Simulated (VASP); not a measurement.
Runs of VASP 6.6.1 on HfSiO4 (Hafnon). The structure is that of space group I4_1/amd (No. 141), or close to it. The cells are those of the table. 

| level | cell | k mesh | cutoff (eV) | gap on the mesh (eV) | pressure (GPa) | largest force (eV/Å) |
| --- | --- | --- | --- | --- | --- | --- |
| BLYP | a = 5.616 Å, angles 106.9, 106.9, 114.7°, 12 atoms | 6 × 6 × 6 | 520 | 5.16 | -0.8 | 0.22 |
| PBE | a = 5.587 Å, angles 107.9, 107.9, 112.6°, 12 atoms | 5 × 5 × 5 | 520 | 5.21 | -4.3 | 0.19 |
| PBE | a = 5.522 Å, angles 107.0, 107.0, 114.6°, 12 atoms | 6 × 6 × 6 | 520 | 5.20 | 7.0 | 3.91 |
| PBE | a = 5.506 Å, angles 106.7, 106.7, 115.2°, 12 atoms | 5 × 5 × 5 | 520 | 5.47 | 8.1 | 0.20 |
| BLYP+D4 | a = 5.562 Å, angles 107.1, 107.1, 114.4°, 12 atoms | 6 × 6 × 6 | 520 | 5.32 | -0.8 | 0.24 |
| PBE | a = 5.490 Å, angles 106.5, 106.5, 115.7°, 12 atoms | 5 × 5 × 5 | 600 | 5.52 | 10.7 | 0.19 |
| PBEsol | a = 5.522 Å, angles 107.0, 107.0, 114.6°, 12 atoms | 6 × 6 × 6 | 520 | 5.31 | 0.0 | 0.68 |
| PBE | a = 5.522 Å, angles 107.0, 107.0, 114.6°, 12 atoms | 5 × 5 × 5 | 520 | 5.43 | 5.3 | 0.20 |
| RPBE+D4 | a = 5.552 Å, angles 107.1, 107.1, 114.4°, 12 atoms | 6 × 6 × 6 | 520 | (a) | (b) | 0.15 |
| PBEsol | a = 5.409 Å, angles 107.0, 107.0, 114.6°, 12 atoms | 6 × 6 × 6 | 600 | 5.60 | 17.3 | 1.29 |
| RPBE | a = 5.620 Å, angles 106.8, 106.8, 114.9°, 12 atoms | 6 × 6 × 6 | 520 | 5.22 | -1.8 | 0.13 |
| revPBE+D3(BJ) | a = 5.553 Å, angles 107.0, 107.0, 114.5°, 12 atoms | 6 × 6 × 6 | 520 | 5.39 | -1.9 | 0.16 |

Alike in all rows: task single point; potentials or basis VASP PAW PBE potentials, release 64 (Hf_pv, Si, O); no spin polarisation; smearing fermi-dirac 0.05 eV.

Q: Fill in the values left out.

A: (a) 5.41; (b) -2.0.

Caveats: spin-orbit coupling is left out, which moves the levels of the heavy elements; the PAW data sets were made with another functional, which shifts forces and pressure a little (some runs); forces of over 1 eV/Å act on the atoms, so gaps and moduli don't describe the material at rest (some runs).

A k mesh can miss the band edges, and the runs leave out spin-orbit coupling on Hf.
